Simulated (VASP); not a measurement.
Wanted: the native input for a VASP 6.6.1 run.

* Task: single point
* Functional: PBEsol
* Potentials or basis: VASP PAW PBE potentials, release 64 (Sn_d, Cd, As)
* Cutoff: 520 eV
* k mesh: 6 × 6 × 6
* Occupations: fermi-dirac, width 0.05 eV
* Spin: no spin polarisation
* Dipole correction: no
* Further INCAR settings: ALGO = Normal; EDIFF = 1e-06; NBANDS = 46

The structure of CdSnAs2 lies in POSCAR:

```
CdSnAs2
1.0
   -3.1134845137      3.1134845137      6.1003994635
    3.1134845137     -3.1134845137      6.1003994635
    3.1134845137      3.1134845137     -6.1003994635
Sn Cd As
2 2 4
Direct
    0.5000000000      0.5000000000      0.0000000000
    0.2500000000      0.7500000000      0.5000000000
    0.7500000000      0.2500000000      0.5000000000
    0.0000000000      0.0000000000      0.0000000000
    0.8750000000      0.3796414100      0.0046414100
    0.1296414100      0.1250000000      0.5046414100
    0.3750000000      0.8703585900      0.9953585900
    0.6203585900      0.6250000000      0.4953585900
```

One way to write it, as run:

INCAR

```
PREC = Accurate
ENCUT = 520
EDIFF = 1E-6
ISMEAR = -1
SIGMA = 0.05
LREAL = F
LASPH = T
NELM = 80
ALGO = Normal
ISIF = 2
LWAVE = F
LCHARG = T
GGA = PS
LELF = T
LVHAR = T
NBANDS = 46
```

KPOINTS

```
regular mesh
0
Gamma
  6 6 6
```

Potentials or basis: VASP PAW PBE potentials, release 64 (Sn_d, Cd, As).

Run with:

```console
$ cat potpaw_PBE.64/Sn_d/POTCAR potpaw_PBE.64/Cd/POTCAR potpaw_PBE.64/As/POTCAR > POTCAR
$ mpirun -np 1 vasp_std > vasp.out
```

It gave:

```json
{
  "Pressure": "-2.5 GPa",
  "Largest force": "0.084 eV/Å"
}
```

Caveat: the PAW data sets were made with another functional, which shifts forces and pressure a little.

Run time: 3.6 min on 1 thread of Intel(R) Xeon(R) 6975P-C (Granite Rapids), with other jobs on the host, peak memory 0.61 GiB.
